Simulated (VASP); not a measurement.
Wanted: the native input for a VASP 6.6.1 run.

| Quantity | Value |
| --- | --- |
| Task | single point |
| Functional | PBE |
| Potentials or basis | VASP PAW PBE potentials, release 64 (Bi_d) |
| Cutoff | 520 eV |
| k mesh | 12 × 12 × 1 |
| Occupations | fermi-dirac, width 0.08 eV |
| Spin | no spin polarisation |
| Dipole correction | yes |
| Further INCAR settings | ALGO = Normal; EDIFF = 1e-06; NBANDS = 22 |

The structure of Bi lies in POSCAR:

```
Bi
1.0
    3.5393325092      0.0000000000      0.0000000000
   -1.7696662546      3.0651518654      0.0000000000
    0.0000000000      0.0000000000     18.9217000000
Bi
2
Direct
    0.8333333330      0.1666666670      0.4227944008
    0.1666666670      0.8333333330      0.5772055992
```

One way to write it, as run:

INCAR

```
SYSTEM = Bi
PREC     = Accurate       ! precision mode
ENCUT    = 520            ! plane-wave cutoff, eV
EDIFF    = 1E-6           ! SCF threshold, eV
ISMEAR   = -1             ! smearing method
SIGMA    = 0.08           ! smearing width, eV
LREAL    = .FALSE.        ! projectors in reciprocal space
LASPH    = .TRUE.         ! aspherical terms in the spheres
NELM     = 100            ! most SCF steps
ALGO     = Normal         ! electronic algorithm
ISIF     = 2              ! what is computed and relaxed
LWAVE    = .FALSE.        ! write WAVECAR
LCHARG   = .TRUE.         ! write CHGCAR
LDIPOL   = .TRUE.       
IDIPOL   = 3            
DIPOL    = 0.5 0.5 0.500
GGA      = PE             ! functional
LELF     = .TRUE.         ! ELF
LVHAR    = .TRUE.       
LVACPOTAV= .TRUE.       
NBANDS   = 22             ! bands
```

KPOINTS

```
Automatic mesh
0
G
  12 12 1
  0 0 0
```

Potentials or basis: VASP PAW PBE potentials, release 64 (Bi_d).

Run with:

```sh
$ cat potpaw_PBE.64/Bi_d/POTCAR > POTCAR
$ mpirun -np 1 vasp_std > vasp.out
```

Results of the run:

```
Largest force          : 0.431 eV/Å
Band gap on the k mesh : zero (band 15 reaches 2.86 eV, above the bottom of band 16 at -2.01 eV)
```

Caveat: spin-orbit coupling is left out, which moves the levels of the heavy elements.

Wall time 63 s on 1 thread of AMD EPYC 9R45 96-Core Processor (Zen 5), on a shared host, peak memory 0.31 GiB.
